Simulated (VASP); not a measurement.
A run of VASP 6.6.1 is set up as follows.

File INCAR:

```
SYSTEM = BAs
  PREC = Accurate
  ENCUT = 500
  EDIFF = 1E-6
  ISMEAR = 0
  SIGMA = 0.020999999999999998
  LREAL = .False.
  LASPH = .True.
  NELM = 120
  ALGO = Normal
  ISIF = 2
  LWAVE = .False.
  LCHARG = .False.
  GGA = PE
  NBANDS = 11
  GGA_COMPAT = .False.
```

File KPOINTS:

```
Automatic mesh
0
Gamma
  10 10 10
  0 0 0
```

Contents of POSCAR:

```
BAs
1.0
    0.0000000000      2.3885000000      2.3885000000
    2.3885000000      0.0000000000      2.3885000000
    2.3885000000      2.3885000000      0.0000000000
As B
1 1
Direct
    0.7500000000      0.7500000000      0.7500000000
    0.0000000000      0.0000000000      0.0000000000
```

Potentials or basis: VASP PAW PBE potentials, release 64 (As, B).

Command:

```sh
$ cat potpaw_PBE.64/As/POTCAR potpaw_PBE.64/B/POTCAR > POTCAR
$ mpirun -np 1 vasp_std > vasp.out
```

(1) Estimate the band gap on the k mesh.

(2) Estimate the pressure.

Answers

(1) 1.18 eV, indirect (least direct gap 3.28 eV).

(2) 3.4 GPa.
